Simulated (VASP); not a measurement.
# SnTe (Fm-3m) in VASP: settings compared, part 2 of 2

VASP 6.6.1. The steps go on from the part before.

### 4 Single point, r2SCAN

This run uses another cell than the first one, of 30.66 Å³/atom, 1.043 times its volume.

POSCAR reads:

```
SnTe
1.0
    0.0000000000      3.1297027185      3.1297027185
    3.1297027185      0.0000000000      3.1297027185
    3.1297027185      3.1297027185      0.0000000000
Te Sn
1 1
Direct
    0.5000000000      0.5000000000      0.5000000000
    0.0000000000      0.0000000000      0.0000000000
```

INCAR.step1 reads:

```
SYSTEM = SnTe
PREC = Accurate
ENCUT = 520
ISMEAR = -1
SIGMA = 0.05
LREAL = .False.
LASPH = .True.
NELM = 60
NBANDS = 17
GGA = PE
ALGO = Normal
EDIFF = 1E-4
LWAVE = .True.
LCHARG = .False.
```

INCAR.step2 reads:

```
SYSTEM = SnTe
PREC = Accurate
ENCUT = 520
EDIFF = 1E-6
ISMEAR = -1
SIGMA = 0.05
LREAL = .False.
LASPH = .True.
NELM = 60
ALGO = Normal
ISIF = 2
LWAVE = .False.
LCHARG = .False.
METAGGA = R2SCAN
LMIXTAU = .True.
NBANDS = 17
ISTART = 1
```

KPOINTS reads:

```
regular mesh
0
Gamma
  7 7 7
  0 0 0
```

Potentials or basis: VASP PAW PBE potentials, release 64 (Te, Sn_d).

Command:

```
$ cat potpaw_PBE.64/Te/POTCAR potpaw_PBE.64/Sn_d/POTCAR > POTCAR
$ cp INCAR.step1 INCAR
$ mpirun -np 1 vasp_std > vasp.out
$ cp INCAR.step2 INCAR
$ mpirun -np 1 vasp_std > vasp.out
```

OUTCAR:

```text
SYSTEM = SnTe
   PREC = Accurate
   ENCUT = 520
   EDIFF = 1E-6
   ISMEAR = -1
   LREAL = .False.
   LASPH = .True.
   NELM = 60
   ISIF = 2
   METAGGA = R2SCAN
   ISTART = 1

 ion  position               nearest neighbor table
   1  0.500  0.500  0.500-   2 3.13   2 3.13   2 3.13   2 3.13   2 3.13   2 3.13
   2  0.000  0.000  0.000-   1 3.13   1 3.13   1 3.13   1 3.13   1 3.13   1 3.13

  LATTYP: Found a face centered cubic cell.
 ALAT       =     6.2594054370

  Lattice vectors:

 A1 = (   0.0000000000,   3.1297027185,   3.1297027185)
 A2 = (   3.1297027185,   0.0000000000,   3.1297027185)
 A3 = (   3.1297027185,   3.1297027185,   0.0000000000)

Analysis of symmetry for initial positions (statically):
[... 33 lines left out ...]
                                     Primitive cell

  volume of cell :      61.3111

  direct lattice vectors                    reciprocal lattice vectors
     0.000000000  3.129702718  3.129702718    -0.159759583  0.159759583  0.159759583
     3.129702718  0.000000000  3.129702718     0.159759583 -0.159759583  0.159759583
     3.129702718  3.129702718  0.000000000     0.159759583  0.159759583 -0.159759583

  length of vectors
     4.426068031  4.426068031  4.426068031     0.276711714  0.276711714  0.276711714

  position of ions in fractional coordinates (direct lattice)
     0.500000000  0.500000000  0.500000000
     0.000000000  0.000000000  0.000000000

  ion indices of the primitive-cell ions
   primitive index   ion index
                 1           1
                 2           2

----------------------------------------------------------------------------------------

 KPOINTS: regular mesh

Automatic generation of k-mesh.
 Grid dimensions read from file:
 generate k-points for:    7    7    7

 Generating k-lattice:

  Cartesian coordinates                     Fractional coordinates (reciprocal lattice)
    -0.022822798  0.022822798  0.022822798     0.142857143  0.000000000  0.000000000
     0.022822798 -0.022822798  0.022822798     0.000000000  0.142857143  0.000000000
     0.022822798  0.022822798 -0.022822798     0.000000000  0.000000000  0.142857143

  Length of vectors
     0.039530245  0.039530245  0.039530245

  Shift w.r.t. Gamma in fractional coordinates (k-lattice)
     0.000000000  0.000000000  0.000000000

 Subroutine IBZKPT returns following result:
 ===========================================

 Found     20 irreducible k-points:

 Following reciprocal coordinates:
            Coordinates               Weight
  0.000000  0.000000  0.000000      1.000000
  0.142857  0.000000  0.000000      8.000000
  0.285714  0.000000  0.000000      8.000000
  0.428571  0.000000  0.000000      8.000000
  0.142857  0.142857  0.000000      6.000000
  0.285714  0.142857  0.000000     24.000000
[... 12 lines left out ...]
 -0.428571  0.428571  0.142857     24.000000
 -0.285714  0.428571  0.142857     24.000000
   k-points           NKPTS =     20   k-points in BZ     NKDIM =     20   number of bands    NBANDS=     17
   number of dos      NEDOS =    301   number of ions     NIONS =      2
   total plane-waves  NPLWV =  46656
   dimension x,y,z NGX =    36 NGY =   36 NGZ =   36
   dimension x,y,z NGXF=    72 NGYF=   72 NGZF=   72
   ions per type =               1   1
   NGX,Y,Z   is equivalent  to a cutoff of  13.52, 13.52, 13.52 a.u.
   NGXF,Y,Z  is equivalent  to a cutoff of  27.04, 27.04, 27.04 a.u.
 SYSTEM =  SnTe
   PREC   = accura    normal or accurate (medium, high low for compatibility)
   ISTART =      1    job   : 0-new  1-cont  2-samecut
   ICHARG =      0    charge: 1-file 2-atom 10-const
   ISPIN  =      1    spin polarized calculation?
   LNONCOLLINEAR =      F non collinear calculations
   LSORBIT =      F    spin-orbit coupling
   LASPH  =      T    aspherical Exc in radial PAW
   ENCUT  =  520.0 eV  38.22 Ry    6.18 a.u.   8.23  8.23  8.23*2*pi/ulx,y,z
   NELM   =     60;   NELMIN=  2; NELMDL=  0     # of ELM steps
   EDIFF  = 0.1E-05   stopping-criterion for ELM
   LREAL  =      F    real-space projection
   EDIFFG = 0.1E-04   stopping-criterion for IOM
   NSW    =      0    number of steps for IOM
   IBRION =     -1    ionic relax: 0-MD 1-quasi-New 2-CG
   NFREE  =      0    steps in history (QN), initial steepest desc. (CG)
   ISIF   =      2    stress and relaxation
   ISYM   =      2    0-nonsym 1-usesym 2-fastsym
   POTIM  = 0.5000    time-step for ionic-motion
   TEBEG  =    0.0;   TEEND  =   0.0 temperature during run
   PSTRESS=    0.0 pullay stress
   NELECT =      20.0000    total number of electrons
   NUPDOWN=      -1.0000    fix difference up-down
   EMIN   =  10.00;   EMAX   =-10.00  energy-range for DOS
   EFERMI =   0.00;   METHOD = LEGACY
   ISMEAR =    -1;   SIGMA  =   0.05  broadening in eV -4-tet -1-fermi 0-gaus
   EFERMI_NEDOS =   21; number of points for ismear=-14 and -15
   IALGO  =     38    algorithm
   IMIX   =      4    mixing-type and parameters
     AMIX     =   0.40;   BMIX     =  1.00
     AMIX_MAG =   1.60;   BMIX_MAG =  1.00
  volume/ion in A,a.u.               =      30.66       206.87
  Fermi-wavevector in a.u.,A,eV,Ry     =   1.126951  2.129629 17.279655  1.270019
  Thomas-Fermi vector in A             =   2.263635
   LORBIT       =      0    0 simple, 1 ext, 2 COOP (PROOUT), +10 PAW based schemes
   METAGGA = R2SCAN    functional components
   LHFCALC =     F    Hartree Fock is set to
   AEXX    =    0.0000 exact exchange contribution
   IVDW    =     0    specifies the selected vdW correction
   LEPSILON=     F    determine dielectric tensor
   LRPA    =     F    only Hartree local field effects (RPA)
 non-spin polarized calculation
  energy-cutoff  :      520.00
  volume of cell :       61.31
 maximum number of plane-waves:      1673
 NGX is ok and might be reduce to    36
   NGX = 17   NGY = 17   NGZ = 17

 number of electron      19.9999997 magnetization

 Free energy of the ion-electron system (eV)
  ---------------------------------------------------
  ext. energy  EPLUGINS =         0.00000000
  ---------------------------------------------------
  free energy    TOTEN  =       -50.66370685 eV

  energy without entropy =      -50.66352353  energy(sigma->0) =      -50.66361519

 E-fermi :   7.3440     XC(G=0): -10.1686

 val. band max:        7.0866352832   @ k =   0.4286   0.0000   0.0000
 cond. band min:       7.6429757570   @ k =   0.4286   0.0000   0.0000
 fundamental gap:      0.5563404738
 Fermi energy:         7.3440355129

 k-point     1 :       0.0000    0.0000    0.0000
  band No.  band energies     occupation
      1     -15.4917      2.00000
      2     -15.4917      2.00000
      3     -15.4790      2.00000
      4     -15.4790      2.00000
      5     -15.4790      2.00000
      6      -6.3872      2.00000
[... 9 lines left out ...]
     16      12.2000      0.00000
     17      14.3610      0.00000

 k-point     2 :       0.1429    0.0000    0.0000
  band No.  band energies     occupation
      1     -15.4928      2.00000
      2     -15.4928      2.00000
      3     -15.4787      2.00000
      4     -15.4778      2.00000
      5     -15.4778      2.00000
      6      -6.2008      2.00000
[... 9 lines left out ...]
     16      12.6376      0.00000
     17      15.6436      0.00000

 k-point     3 :       0.2857    0.0000    0.0000
  band No.  band energies     occupation
      1     -15.4955      2.00000
      2     -15.4955      2.00000
      3     -15.4779      2.00000
      4     -15.4745      2.00000
      5     -15.4745      2.00000
      6      -5.6871      2.00000
[... 9 lines left out ...]
     16      13.8411      0.00000
     17      18.2202      0.00000

 k-point     4 :       0.4286    0.0000    0.0000
  band No.  band energies     occupation
      1     -15.4979      2.00000
      2     -15.4979      2.00000
      3     -15.4774      2.00000
      4     -15.4718      2.00000
      5     -15.4718      2.00000
      6      -5.0890      2.00000
[... 9 lines left out ...]
     16      15.6689      0.00000
     17      17.3615      0.00000
[... 263 lines left out ...]
      1     -15.5038      2.00000
      2     -15.4941      2.00000
      3     -15.4766      2.00000
      4     -15.4730      2.00000
      5     -15.4694      2.00000
      6      -4.7993      2.00000
[... 9 lines left out ...]
     16      16.4726      0.00000
     17      17.8264      0.00000

 k-point    19 :      -0.4286    0.4286    0.1429
  band No.  band energies     occupation
      1     -15.5098      2.00000
      2     -15.4899      2.00000
      3     -15.4802      2.00000
      4     -15.4701      2.00000
      5     -15.4673      2.00000
      6      -4.6638      2.00000
[... 9 lines left out ...]
     16      17.3500      0.00000
     17      18.2922      0.00000

 k-point    20 :      -0.2857    0.4286    0.1429
  band No.  band energies     occupation
      1     -15.5072      2.00000
      2     -15.4925      2.00000
      3     -15.4767      2.00000
      4     -15.4733      2.00000
      5     -15.4673      2.00000
      6      -4.5623      2.00000
[... 9 lines left out ...]
     16      17.5151      0.00000
     17      18.2597      0.00000

------------------------ aborting loop because EDIFF is reached ----------------------------------------

  FORCE on cell =-STRESS in cart. coord.  units (eV):
  Direction    XX          YY          ZZ          XY          YZ          ZX
  --------------------------------------------------------------------------------------
  -------------------------------------------------------------------------------------
  Total        0.9895351      0.9895351      0.9895351      0.0000000      0.0000000      0.0000000
  in kB       25.8584528     25.8584528     25.8584528      0.0000000      0.0000000      0.0000000
  external PRESSURE =      25.8584528 kB  Pullay stress =       0.0000000 kB

 VOLUME and BASIS-vectors are now :
 -----------------------------------------------------------------------------
  energy-cutoff  :      520.00
  volume of cell :       61.31
      direct lattice vectors                 reciprocal lattice vectors
     0.000000000  3.129702718  3.129702718    -0.159759583  0.159759583  0.159759583
     3.129702718  0.000000000  3.129702718     0.159759583 -0.159759583  0.159759583
     3.129702718  3.129702718  0.000000000     0.159759583  0.159759583 -0.159759583

 POSITION                                       TOTAL-FORCE (eV/Angst)
 -----------------------------------------------------------------------------------
      3.12970      3.12970      3.12970         0.000000     -0.000000      0.000000
      0.00000      0.00000      0.00000        -0.000000      0.000000     -0.000000
 -----------------------------------------------------------------------------------
    total drift:                               -0.000000      0.000000      0.000000

  FREE ENERGIE OF THE ION-ELECTRON SYSTEM (eV)
  ---------------------------------------------------
  free  energy   TOTEN  =       -50.6637068530 eV

  energy  without entropy=      -50.6635235286  energy(sigma->0) =      -50.66361519
```

OUTCAR.step1:

```text
SYSTEM = SnTe
   PREC = Accurate
   ENCUT = 520
   ISMEAR = -1
   LREAL = .False.
   LASPH = .True.
[... 614 lines left out ...]
      3.12970      3.12970      3.12970         0.000000     -0.000000     -0.000000
      0.00000      0.00000      0.00000        -0.000000      0.000000      0.000000
 -----------------------------------------------------------------------------------
    total drift:                               -0.000000      0.000000      0.000000

  FREE ENERGIE OF THE ION-ELECTRON SYSTEM (eV)
  ---------------------------------------------------
  free  energy   TOTEN  =        -7.5258309109 eV

  energy  without entropy=       -7.5257466043  energy(sigma->0) =       -7.52578876
```

It took 68 s on 1 thread of Intel Xeon Platinum 8259CL at 2.50GHz (Skylake/Cascade Lake), shared host; peak memory 0.21 GiB.

What came out:

```
Free energy : -50.6637 eV
Pressure    : 2.6 GPa
```

Levels at points of the mesh, in eV from the Fermi level:
```
           k point  band 7  band 8  band 9  band 10  band 11  band 12  band 13  band 14
(0.00, 0.00, 0.00)   -4.71   -2.62   -2.62    -2.62     3.42     3.42     3.42     4.86
```

Caveat: this odd mesh misses L, where the gap lies, so gap, dielectric constants and Born charges aren't listed; the PAW data sets were made with another functional, which shifts forces and pressure a little; spin-orbit coupling is left out, which moves the levels of the heavy elements.

### 5 Single point, r2SCAN+rVV10

This run uses another cell than the first one, of 31.69 Å³/atom, 1.078 times its volume.

POSCAR reads:

```
SnTe
1.0
    0.0000000000      3.1645254976      3.1645254976
    3.1645254976      0.0000000000      3.1645254976
    3.1645254976      3.1645254976      0.0000000000
Te Sn
1 1
Direct
    0.5000000000      0.5000000000      0.5000000000
    0.0000000000      0.0000000000      0.0000000000
```

INCAR.step1 reads:

```
SYSTEM = SnTe
ALGO     = Normal         ! electronic algorithm
EDIFF    = 1E-4           ! SCF threshold, eV
ENCUT    = 520            ! plane-wave cutoff, eV
GGA      = PE             ! functional
ISMEAR   = -1             ! smearing method
LASPH    = .True.         ! aspherical terms in the spheres
LCHARG   = .False.        ! write CHGCAR
LREAL    = .False.        ! projectors in reciprocal space
LWAVE    = .True.         ! write WAVECAR
NBANDS   = 17             ! bands
NELM     = 100            ! most SCF steps
PREC     = Accurate       ! precision mode
SIGMA    = 0.05           ! smearing width, eV
```

INCAR.step2 reads:

```
SYSTEM = SnTe
ALGO     = Normal         ! electronic algorithm
BPARAM   = 11.95        
CPARAM   = 0.0093       
EDIFF    = 1E-6           ! SCF threshold, eV
ENCUT    = 520            ! plane-wave cutoff, eV
ISIF     = 2              ! what is computed and relaxed
ISMEAR   = -1             ! smearing method
ISTART   = 1            
IVDW_NL  = 2            
LASPH    = .True.         ! aspherical terms in the spheres
LCHARG   = .True.         ! write CHGCAR
LELF     = .True.         ! ELF
LMIXTAU  = .True.       
LREAL    = .False.        ! projectors in reciprocal space
LUSE_VDW = .True.       
LVHAR    = .True.       
LWAVE    = .False.        ! write WAVECAR
METAGGA  = R2SCAN         ! meta-GGA
NBANDS   = 17             ! bands
NELM     = 100            ! most SCF steps
PREC     = Accurate       ! precision mode
SIGMA    = 0.05           ! smearing width, eV
```

KPOINTS reads:

```
k-points
0
Gamma
  7 7 7
  0 0 0
```

Command:

```
$ cat potpaw_PBE.64/Te/POTCAR potpaw_PBE.64/Sn_d/POTCAR > POTCAR
$ cp INCAR.step1 INCAR
$ mpirun -np 1 vasp_std > vasp.out
$ cp INCAR.step2 INCAR
$ mpirun -np 1 vasp_std > vasp.out
```

Run time: 3.4 min. Hardware: 1 thread of Intel Xeon Platinum 8259CL at 2.50GHz (Skylake/Cascade Lake), shared host; peak memory 0.39 GiB.

Results (log left out):

```
Free energy : -50.1527 eV
Pressure    : 0.1 GPa
```

Levels at points of the mesh, in eV from the Fermi level:
```tsv
k point	band 8	band 9	band 10	band 11	band 12	band 13
(0.00, 0.00, 0.00)	-2.51	-2.51	-2.51	3.35	3.35	3.35
```

Caveat: this odd mesh misses L, where the gap lies, so gap, dielectric constants and Born charges aren't listed; the PAW data sets were made with another functional, which shifts forces and pressure a little; spin-orbit coupling is left out, which moves the levels of the heavy elements.

### 6 Single point, r2SCAN

This run uses another cell than the first one, of 31.91 Å³/atom, 1.085 times its volume.

POSCAR reads:

```
SnTe
1.0
    0.0000000000      3.1717171644      3.1717171644
    3.1717171644      0.0000000000      3.1717171644
    3.1717171644      3.1717171644      0.0000000000
Te Sn
1 1
Direct
    0.5000000000      0.5000000000      0.5000000000
    0.0000000000      0.0000000000      0.0000000000
```

INCAR.step1 reads:

```
SYSTEM = SnTe
  PREC = Accurate
  ENCUT = 520
  ISMEAR = -1
  SIGMA = 0.05
  LREAL = .FALSE.
  LASPH = .TRUE.
  NELM = 60
  NBANDS = 17
  GGA = PE
  ALGO = Normal
  EDIFF = 1E-4
  LWAVE = .TRUE.
  LCHARG = .FALSE.
```

INCAR.step2 reads:

```
SYSTEM = SnTe
  PREC = Accurate
  ENCUT = 520
  EDIFF = 1E-6
  ISMEAR = -1
  SIGMA = 0.05
  LREAL = .FALSE.
  LASPH = .TRUE.
  NELM = 60
  ALGO = Normal
  ISIF = 2
  LWAVE = .FALSE.
  LCHARG = .TRUE.
  METAGGA = R2SCAN
  LMIXTAU = .TRUE.
  LELF = .TRUE.
  LVHAR = .TRUE.
  NBANDS = 17
  ISTART = 1
```

KPOINTS reads:

```
Automatic mesh
0
G
  7 7 7
  0 0 0
```

Potentials or basis: VASP PAW PBE potentials, release 64 (Te, Sn_d).

Command:

```
$ cat potpaw_PBE.64/Te/POTCAR potpaw_PBE.64/Sn_d/POTCAR > POTCAR
$ cp INCAR.step1 INCAR
$ mpirun -np 1 vasp_std > vasp.out
$ cp INCAR.step2 INCAR
$ mpirun -np 1 vasp_std > vasp.out
```

Run time: 92 s. Hardware: 1 thread of Intel Xeon Platinum 8259CL at 2.50GHz (Skylake/Cascade Lake), shared host; peak memory 0.21 GiB.

Results (log left out):

```yaml
Free_energy: -50.6882 eV
Pressure: 0.6 GPa
```

Levels at points of the mesh, in eV from the Fermi level:
```tsv
k point	band 8	band 9	band 10	band 11	band 12	band 13
(0.00, 0.00, 0.00)	-2.50	-2.50	-2.50	3.33	3.33	3.33
```

Caveat: this odd mesh misses L, where the gap lies, so gap, dielectric constants and Born charges aren't listed; the PAW data sets were made with another functional, which shifts forces and pressure a little; spin-orbit coupling is left out, which moves the levels of the heavy elements.

### 7 Summary

```tsv
level	cell	pressure (GPa)
r2SCAN	a = 4.365 Å, angles 60.0°, 2 atoms	5.1
r2SCAN	a = 4.396 Å, angles 60.0°, 2 atoms	3.8
r2SCAN	a = 4.426 Å, angles 60.0°, 2 atoms	2.6
r2SCAN+rVV10	a = 4.475 Å, angles 60.0°, 2 atoms	0.1
r2SCAN	a = 4.485 Å, angles 60.0°, 2 atoms	0.6
```

Alike in all rows: task single point; potentials or basis VASP PAW PBE potentials, release 64 (Te, Sn_d); no spin polarisation; k mesh 7 × 7 × 7; cutoff (eV) 520; smearing fermi-dirac 0.05 eV.

Caveats: the PAW data sets were made with another functional, which shifts forces and pressure a little; spin-orbit coupling is left out, which moves the levels of the heavy elements.

Absolute energies hang on the potentials; compare differences alone.
